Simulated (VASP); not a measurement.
# LiSi16 (a cell with a defect) in VASP: further runs

LiSi16 (a cell with a defect) is run at these levels: PBE; tasks: single point, relaxation of the atoms.

Program: VASP 6.6.1. These are calculated values, not measurements. Logs are shortened: lines on timing, memory, paths and dates and some standing lists are left out, and cuts for length are marked.

## (1) The cell of the first run

The cell holds a defect, 17 atoms: a = 7.675 Å, b = 7.675 Å, c = 7.675 Å, α = 60.00°, β = 60.00°, γ = 60.00°.

## (2) Single point, PBE

INCAR

```
SYSTEM = LiSi16
ALGO = Normal
EDIFF = 1E-6
ENCUT = 650
GGA = PE
GGA_COMPAT = .FALSE.
ISIF = 2
ISMEAR = -1
LASPH = .TRUE.
LCHARG = .FALSE.
LREAL = .FALSE.
LWAVE = .FALSE.
NBANDS = 48
NELM = 120
PREC = Accurate
SIGMA = 0.02
```

KPOINTS

```
k-points
0
G
  2 2 2
  0 0 0
```

POSCAR

```
LiSi16
1.0
    0.0000000000      5.4271200000      5.4271200000
    5.4271200000      0.0000000000      5.4271200000
    5.4271200000      5.4271200000      0.0000000000
Si Li
16 1
Direct
    0.3739657437      0.3739657437      0.3739657437
    0.2500000000      0.2500000000      0.2500000000
    0.3739657437      0.3739657437      0.8781027689
    0.2516268444      0.2516268444      0.7483731556
    0.3739657437      0.8781027689      0.3739657437
    0.2516268444      0.7483731556      0.2516268444
    0.3831979136      0.8722673621      0.8722673621
    0.2516268444      0.7483731556      0.7483731556
    0.8781027689      0.3739657437      0.3739657437
    0.7483731556      0.2516268444      0.2516268444
    0.8722673621      0.3831979136      0.8722673621
    0.7483731556      0.2516268444      0.7483731556
    0.8722673621      0.8722673621      0.3831979136
    0.7483731556      0.7483731556      0.2516268444
    0.8722673621      0.8722673621      0.8722673621
    0.7500000000      0.7500000000      0.7500000000
    0.0000000000      0.0000000000      0.0000000000
```

Potentials or basis: VASP PAW PBE potentials, release 64 (Si, Li_sv).

Command:

```
cat potpaw_PBE.64/Si/POTCAR potpaw_PBE.64/Li_sv/POTCAR > POTCAR
mpirun -np 1 vasp_std > vasp.out
```

OUTCAR:

```text
SYSTEM = LiSi16
   EDIFF = 1E-6
   ENCUT = 650
   GGA = PE
   ISIF = 2
   ISMEAR = -1
   LASPH = .TRUE.
   LREAL = .FALSE.
   NELM = 120
   PREC = Accurate

 ion  position               nearest neighbor table
   1  0.374  0.374  0.374-   2 2.33   4 2.35   6 2.35  10 2.35
   2  0.250  0.250  0.250-   1 2.33   3 2.33   5 2.33   9 2.33
   3  0.374  0.374  0.878-   2 2.33   4 2.35   8 2.35  12 2.35
   4  0.252  0.252  0.748-   3 2.35   1 2.35   7 2.38  11 2.38  17 2.73
   5  0.374  0.878  0.374-   2 2.33   6 2.35   8 2.35  14 2.35
   6  0.252  0.748  0.252-   5 2.35   1 2.35   7 2.38  13 2.38  17 2.73
   7  0.383  0.872  0.872-  16 2.30   8 2.38   4 2.38   6 2.38  17 2.40
   8  0.252  0.748  0.748-   3 2.35   5 2.35   7 2.38  15 2.38  17 2.73
   9  0.878  0.374  0.374-   2 2.33  10 2.35  12 2.35  14 2.35
  10  0.748  0.252  0.252-   9 2.35   1 2.35  11 2.38  13 2.38  17 2.73
  11  0.872  0.383  0.872-  16 2.30  12 2.38   4 2.38  10 2.38  17 2.40
  12  0.748  0.252  0.748-   3 2.35   9 2.35  11 2.38  15 2.38  17 2.73
  13  0.872  0.872  0.383-  16 2.30  14 2.38   6 2.38  10 2.38  17 2.40
  14  0.748  0.748  0.252-   5 2.35   9 2.35  13 2.38  15 2.38  17 2.73
  15  0.872  0.872  0.872-  16 2.30  12 2.38  14 2.38   8 2.38  17 2.40
  16  0.750  0.750  0.750-  15 2.30  11 2.30  13 2.30   7 2.30
  17  0.000  0.000  0.000-   7 2.40  11 2.40  13 2.40  15 2.40  10 2.73   6 2.73  12 2.73   4 2.73
                            14 2.73   8 2.73

  LATTYP: Found a face centered cubic cell.
 ALAT       =    10.8542400000

  Lattice vectors:

 A1 = (   0.0000000000,   5.4271200000,   5.4271200000)
 A2 = (   5.4271200000,   0.0000000000,   5.4271200000)
 A3 = (   5.4271200000,   5.4271200000,   0.0000000000)

Analysis of symmetry for initial positions (statically):
=====================================================================
 Subroutine PRICEL returns:
 Original cell was already a primitive cell.

 Routine SETGRP: Setting up the symmetry group for a
 face centered cubic supercell.

 Subroutine GETGRP returns: Found 24 space group operations
 (whereof 24 operations were pure point group operations)
 out of a pool of 48 trial point group operations.

The static configuration has the point symmetry T_d .

Analysis of symmetry for dynamics (positions and initial velocities):
=====================================================================
 Subroutine PRICEL returns:
 Original cell was already a primitive cell.

 Routine SETGRP: Setting up the symmetry group for a
 face centered cubic supercell.

 Subroutine GETGRP returns: Found 24 space group operations
 (whereof 24 operations were pure point group operations)
 out of a pool of 48 trial point group operations.

The dynamic configuration has the point symmetry T_d .

 Subroutine INISYM returns: Found 24 space group operations
 (whereof 24 operations are pure point group operations),
 and found     1 'primitive' translations

----------------------------------------------------------------------------------------

                                     Primitive cell

  volume of cell :     319.6968

  direct lattice vectors                    reciprocal lattice vectors
     0.000000000  5.427120000  5.427120000    -0.092129896  0.092129896  0.092129896
     5.427120000  0.000000000  5.427120000     0.092129896 -0.092129896  0.092129896
     5.427120000  5.427120000  0.000000000     0.092129896  0.092129896 -0.092129896

  length of vectors
     7.675106709  7.675106709  7.675106709     0.159573660  0.159573660  0.159573660

  position of ions in fractional coordinates (direct lattice)
     0.373965744  0.373965744  0.373965744
     0.250000000  0.250000000  0.250000000
     0.373965744  0.373965744  0.878102769
     0.251626844  0.251626844  0.748373156
     0.373965744  0.878102769  0.373965744
     0.251626844  0.748373156  0.251626844
[... 9 lines left out ...]
     0.750000000  0.750000000  0.750000000
     0.000000000  0.000000000  0.000000000

  ion indices of the primitive-cell ions
   primitive index   ion index
                 1           1
                 2           2
                 3           3
                 4           4
                 5           5
                 6           6
[... 9 lines left out ...]
                16          16
                17          17

----------------------------------------------------------------------------------------

 KPOINTS: k-points

Automatic generation of k-mesh.
 Grid dimensions read from file:
 generate k-points for:    2    2    2

 Generating k-lattice:

  Cartesian coordinates                     Fractional coordinates (reciprocal lattice)
    -0.046064948  0.046064948  0.046064948     0.500000000  0.000000000  0.000000000
     0.046064948 -0.046064948  0.046064948     0.000000000  0.500000000  0.000000000
     0.046064948  0.046064948 -0.046064948     0.000000000  0.000000000  0.500000000

  Length of vectors
     0.079786830  0.079786830  0.079786830

  Shift w.r.t. Gamma in fractional coordinates (k-lattice)
     0.000000000  0.000000000  0.000000000

 Subroutine IBZKPT returns following result:
 ===========================================

 Found      3 irreducible k-points:

 Following reciprocal coordinates:
            Coordinates               Weight
  0.000000  0.000000  0.000000      1.000000
  0.500000  0.000000  0.000000      4.000000
  0.500000  0.500000  0.000000      3.000000
   k-points           NKPTS =      3   k-points in BZ     NKDIM =      3   number of bands    NBANDS=     48
   number of dos      NEDOS =    301   number of ions     NIONS =     17
   total plane-waves  NPLWV = 262144
   dimension x,y,z NGX =    64 NGY =   64 NGZ =   64
   dimension x,y,z NGXF=   128 NGYF=  128 NGZF=  128
   ions per type =              16   1
   NGX,Y,Z   is equivalent  to a cutoff of  13.86, 13.86, 13.86 a.u.
   NGXF,Y,Z  is equivalent  to a cutoff of  27.73, 27.73, 27.73 a.u.
 SYSTEM =  LiSi16
   PREC   = accura    normal or accurate (medium, high low for compatibility)
   ISTART =      0    job   : 0-new  1-cont  2-samecut
   ICHARG =      2    charge: 1-file 2-atom 10-const
   ISPIN  =      1    spin polarized calculation?
   LNONCOLLINEAR =      F non collinear calculations
   LSORBIT =      F    spin-orbit coupling
   LASPH  =      T    aspherical Exc in radial PAW
   ENCUT  =  650.0 eV  47.77 Ry    6.91 a.u.  15.96 15.96 15.96*2*pi/ulx,y,z
   NELM   =    120;   NELMIN=  2; NELMDL= -5     # of ELM steps
   EDIFF  = 0.1E-05   stopping-criterion for ELM
   LREAL  =      F    real-space projection
   EDIFFG = 0.1E-04   stopping-criterion for IOM
   NSW    =      0    number of steps for IOM
   IBRION =     -1    ionic relax: 0-MD 1-quasi-New 2-CG
   NFREE  =      0    steps in history (QN), initial steepest desc. (CG)
   ISIF   =      2    stress and relaxation
   ISYM   =      2    0-nonsym 1-usesym 2-fastsym
   POTIM  = 0.5000    time-step for ionic-motion
   TEBEG  =    0.0;   TEEND  =   0.0 temperature during run
   PSTRESS=    0.0 pullay stress
   NELECT =      67.0000    total number of electrons
   NUPDOWN=      -1.0000    fix difference up-down
   EMIN   =  10.00;   EMAX   =-10.00  energy-range for DOS
   EFERMI =   0.00;   METHOD = LEGACY
   ISMEAR =    -1;   SIGMA  =   0.02  broadening in eV -4-tet -1-fermi 0-gaus
   EFERMI_NEDOS =   21; number of points for ismear=-14 and -15
   IALGO  =     38    algorithm
   IMIX   =      4    mixing-type and parameters
     AMIX     =   0.40;   BMIX     =  1.00
     AMIX_MAG =   1.60;   BMIX_MAG =  1.00
  volume/ion in A,a.u.               =      18.81       126.91
  Fermi-wavevector in a.u.,A,eV,Ry     =   0.972420  1.837606 12.865666  0.945600
  Thomas-Fermi vector in A             =   2.102717
   LORBIT       =      0    0 simple, 1 ext, 2 COOP (PROOUT), +10 PAW based schemes
   GGA     = PE    functional components
   LHFCALC =     F    Hartree Fock is set to
   AEXX    =    0.0000 exact exchange contribution
   IVDW    =     0    specifies the selected vdW correction
   LEPSILON=     F    determine dielectric tensor
   LRPA    =     F    only Hartree local field effects (RPA)
 non-spin polarized calculation
  energy-cutoff  :      650.00
  volume of cell :      319.70
 maximum number of plane-waves:     12086
 NGX is ok and might be reduce to    64
   NGX = 31   NGY = 31   NGZ = 31

 number of electron      66.9999998 magnetization

 Free energy of the ion-electron system (eV)
  ---------------------------------------------------
  ext. energy  EPLUGINS =         0.00000000
  ---------------------------------------------------
  free energy    TOTEN  =       -86.85175828 eV

  energy without entropy =      -86.84302969  energy(sigma->0) =      -86.84739398

 E-fermi :   6.6760     XC(G=0):  -9.5362

 val. band max:        6.6728354480   @ k =   0.0000   0.0000   0.0000
 cond. band min:       6.8478508114   @ k =   0.0000   0.0000   0.0000
 fundamental gap:      0.1750153634
 Fermi energy:         6.6759782528

 k-point     1 :       0.0000    0.0000    0.0000
  band No.  band energies     occupation
      1     -40.4494      2.00000
      2      -5.9761      2.00000
      3      -3.7338      2.00000
      4      -3.6464      2.00000
      5      -3.6464      2.00000
      6      -3.6464      2.00000
[... 37 lines left out ...]
     44       8.3181      0.00000
     45       8.3181      0.00000

 k-point     2 :       0.5000    0.0000    0.0000
  band No.  band energies     occupation
      1     -40.4494      2.00000
      2      -5.2429      2.00000
      3      -5.1234      2.00000
      4      -3.3992      2.00000
      5      -3.3462      2.00000
      6      -3.3462      2.00000
[... 37 lines left out ...]
     44       9.5733      0.00000
     45       9.5733      0.00000

 k-point     3 :       0.5000    0.5000    0.0000
  band No.  band energies     occupation
      1     -40.4495      2.00000
      2      -4.9606      2.00000
      3      -4.8578      2.00000
      4      -3.9961      2.00000
      5      -3.9357      2.00000
      6      -3.9357      2.00000
[... 37 lines left out ...]
     44      10.2663      0.00000
     45      10.3464      0.00000
 [bands above 45 left out]

------------------------ aborting loop because EDIFF is reached ----------------------------------------

  FORCE on cell =-STRESS in cart. coord.  units (eV):
  Direction    XX          YY          ZZ          XY          YZ          ZX
  --------------------------------------------------------------------------------------
  -------------------------------------------------------------------------------------
  Total        7.3943370      7.3943370      7.3943370      0.0000000     -0.0000000      0.0000000
  in kB       37.0571104     37.0571104     37.0571104      0.0000000     -0.0000000      0.0000000
  external PRESSURE =      37.0571104 kB  Pullay stress =       0.0000000 kB

 VOLUME and BASIS-vectors are now :
 -----------------------------------------------------------------------------
  energy-cutoff  :      650.00
  volume of cell :      319.70
      direct lattice vectors                 reciprocal lattice vectors
     0.000000000  5.427120000  5.427120000    -0.092129896  0.092129896  0.092129896
     5.427120000  0.000000000  5.427120000     0.092129896 -0.092129896  0.092129896
     5.427120000  5.427120000  0.000000000     0.092129896  0.092129896 -0.092129896

 POSITION                                       TOTAL-FORCE (eV/Angst)
 -----------------------------------------------------------------------------------
      4.05911      4.05911      4.05911         0.000326      0.000326      0.000326
      2.71356      2.71356      2.71356        -0.000000     -0.000000      0.000000
      6.79513      6.79513      4.05911        -0.000326     -0.000326      0.000326
      5.42712      5.42712      2.73122        -0.000000     -0.000000      0.000646
      6.79513      4.05911      6.79513        -0.000326      0.000326     -0.000326
      5.42712      2.73122      5.42712        -0.000000      0.000646      0.000000
[... 9 lines left out ...]
      8.14068      8.14068      8.14068        -0.000000     -0.000000      0.000000
      0.00000      0.00000      0.00000        -0.000000     -0.000000      0.000000
 -----------------------------------------------------------------------------------
    total drift:                                0.000000      0.000000      0.000000

  FREE ENERGIE OF THE ION-ELECTRON SYSTEM (eV)
  ---------------------------------------------------
  free  energy   TOTEN  =       -86.8517582797 eV

  energy  without entropy=      -86.8430296868  energy(sigma->0) =      -86.84739398
```

Run time: 58 s. Hardware: 1 thread of Intel Xeon 6975P-C (Granite Rapids), shared host; peak memory 0.53 GiB.

Results:

```yaml
Free_energy: -86.8518 eV
Pressure: 3.7 GPa
Band_gap_on_the_k_mesh: zero (an odd number of electrons rules out a gap without spin polarisation)
```

Caveat: the k points lie up to 0.50 Å⁻¹ apart, too coarse for converged energies and pressures of a metal.

## (3) Relaxation of the atoms, PBE

INCAR

```
ALGO     = Normal         # electronic algorithm
EDIFF    = 1E-7           # SCF threshold, eV
EDIFFG   = -0.02          # ionic threshold
ENCUT    = 650            # plane-wave cutoff, eV
GGA      = PE             # functional
GGA_COMPAT= F            
IBRION   = 2              # ionic algorithm
ISIF     = 2              # what is computed and relaxed
ISMEAR   = -1             # smearing method
LASPH    = T              # aspherical terms in the spheres
LCHARG   = F              # write CHGCAR
LREAL    = F              # projectors in reciprocal space
LWAVE    = F              # write WAVECAR
NELM     = 120            # most SCF steps
NELMIN   = 4            
NSW      = 60             # ionic steps
PREC     = Accurate       # precision mode
SIGMA    = 0.02           # smearing width, eV
```

KPOINTS

```
k-points
0
Gamma
  2 2 2
```

POSCAR

```
LiSi16
1.0
    0.0000000000      5.4271200000      5.4271200000
    5.4271200000      0.0000000000      5.4271200000
    5.4271200000      5.4271200000      0.0000000000
Si Li
16 1
Direct
    0.3750000000      0.3750000000      0.3750000000
    0.2500000000      0.2500000000      0.2500000000
    0.3750000000      0.3750000000      0.8750000000
    0.2500000000      0.2500000000      0.7500000000
    0.3750000000      0.8750000000      0.3750000000
    0.2500000000      0.7500000000      0.2500000000
    0.3750000000      0.8750000000      0.8750000000
    0.2500000000      0.7500000000      0.7500000000
    0.8750000000      0.3750000000      0.3750000000
    0.7500000000      0.2500000000      0.2500000000
    0.8750000000      0.3750000000      0.8750000000
    0.7500000000      0.2500000000      0.7500000000
    0.8750000000      0.8750000000      0.3750000000
    0.7500000000      0.7500000000      0.2500000000
    0.8750000000      0.8750000000      0.8750000000
    0.7500000000      0.7500000000      0.7500000000
    0.0000000000      0.0000000000      0.0000000000
```

Potentials or basis: VASP PAW PBE potentials, release 64 (Si, Li_sv).

Command:

```
cat potpaw_PBE.64/Si/POTCAR potpaw_PBE.64/Li_sv/POTCAR > POTCAR
mpirun -np 1 vasp_std > vasp.out
```

It took 3.9 min on 1 thread of Intel Xeon 6975P-C (Granite Rapids), shared host; peak memory 0.61 GiB.

It converged, with:

```yaml
Free_energy: -86.8518 eV
Energy_gained_by_relaxing: 7.5 meV/atom
Ionic_steps: 7
Pressure_after_relaxing: 3.7 GPa
Largest_force_after_relaxing: 0.003 eV/Å
Band_gap_on_the_k_mesh: zero (an odd number of electrons rules out a gap without spin polarisation)
```

Forces on the atoms (eV/Å):
```
Si   0.000  0.000  0.000
Si   0.000  0.000  0.000
Si   0.000  0.000  0.000
Si   0.000  0.000  0.000
Si   0.000  0.000  0.000
Si   0.000  0.000  0.000
Si  -0.002  0.002  0.002
Si   0.000  0.000  0.000
Si   0.000  0.000  0.000
Si   0.000  0.000  0.000
Si   0.002 -0.002  0.002
Si   0.000  0.000  0.000
Si   0.002  0.002 -0.002
Si   0.000  0.000  0.000
Si  -0.002 -0.002 -0.002
Si   0.000  0.000  0.000
Li   0.000  0.000  0.000
```

The path:
```
step  energy change (eV)  largest force (eV/Å)  pressure (GPa)
   1              0.0000                0.9146            3.89
   2             -0.1217                0.1628            3.70
   3             -0.1260                0.1197            3.70
   4             -0.1260                0.1149            3.70
   5             -0.1279                0.0342            3.70
   6             -0.1279                0.0308            3.71
   7             -0.1280                0.0032            3.70
```

Final structure:
```xyz
17
Lattice="0.0000 5.4271 5.4271 5.4271 0.0000 5.4271 5.4271 5.4271 0.0000" Properties=species:S:1:pos:R:3 pbc="T T T"
Si    4.0592    4.0592    4.0592
Si    2.7136    2.7136    2.7136
Si    6.7951    6.7951    4.0592
Si    5.4271    5.4271    2.7313
Si    6.7951    4.0592    6.7951
Si    5.4271    2.7313    5.4271
Si    9.4678    6.8135    6.8135
Si    8.1230    5.4271    5.4271
Si    4.0592    6.7951    6.7951
Si    2.7313    5.4271    5.4271
Si    6.8135    9.4678    6.8135
Si    5.4271    8.1230    5.4271
Si    6.8135    6.8135    9.4678
Si    5.4271    5.4271    8.1230
Si    9.4678    9.4678    9.4678
Si    8.1407    8.1407    8.1407
Li    0.0000    0.0000    0.0000
```

Levels at points of the mesh, in eV from the Fermi level:
```tsv
k point	band 30	band 31	band 32	band 33	band 34	band 35	band 36	band 37
(0.00, 0.00, 0.00)	-1.79	-0.67	-0.67	-0.67	-0.07	-0.07	-0.07	0.00
(0.50, 0.00, 0.00)	-1.48	-1.48	-1.40	-1.40	0.51	0.70	0.70	0.88
(0.50, 0.50, 0.00)	-2.04	-2.04	-1.97	-1.94	0.37	0.43	1.49	1.63
```

Caveat: the k points lie up to 0.50 Å⁻¹ apart, too coarse for converged energies and pressures of a metal.
